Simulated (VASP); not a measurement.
**Si: single point with r2SCAN**

Si:

```
Si
1.0
     2.54193    0.00000    0.00000
    -1.27096    2.20137    0.00000
     0.00000    0.00000    2.50335
Si
1
Direct
  0.00000 0.00000 0.00000
```

This cell differs from its parent crystal: strain -0.030 along x and y, +0.015 along z.

```json
{"Program": "VASP 6.6.1", "Task": "single point", "Functional": "r2SCAN", "Potentials or basis": "VASP PAW PBE potentials, release 64 (Si)", "Cutoff": "520 eV", "k mesh": "24 × 24 × 20", "Occupations": "gaussian, width 0.15 eV", "Spin": "no spin polarisation"}
```

| Property | Result |
| --- | --- |
| Pressure | 8.0 GPa |
| Band gap on the k mesh | zero (bands 2 and 3 overlap by 12.30 eV) |

Stress tensor (GPa, compression positive):
```
12.29  0.00  0.00
 0.00 12.29  0.00
 0.00  0.00 -0.61
```

Levels at points of the mesh, in eV from the Fermi level:
```csv
k point,band 1,band 2,band 3,band 4,band 5,band 6,band 7
"(0.00, 0.00, 0.00)",-15.38,7.27,7.39,12.60,12.60,13.73,13.73
"(0.50, 0.00, 0.00)",-7.76,-7.49,6.37,7.27,13.22,14.97,18.75
"(0.00, 0.00, 0.50)",-10.59,-7.99,16.26,16.26,16.33,16.33,18.69
"(0.50, 0.00, 0.50)",-3.81,-2.05,-2.02,1.53,10.04,13.73,13.94
```

Run time: 2.4 min on 1 thread of Intel(R) Xeon(R) Platinum 8488C (Sapphire Rapids), with other jobs on the host, peak memory 0.17 GiB.

Caveat: the cell differs from its parent crystal (strain -0.030 along x and y, +0.015 along z); the cell stands under pressure; the PAW data sets were made with another functional, which shifts forces and pressure a little.
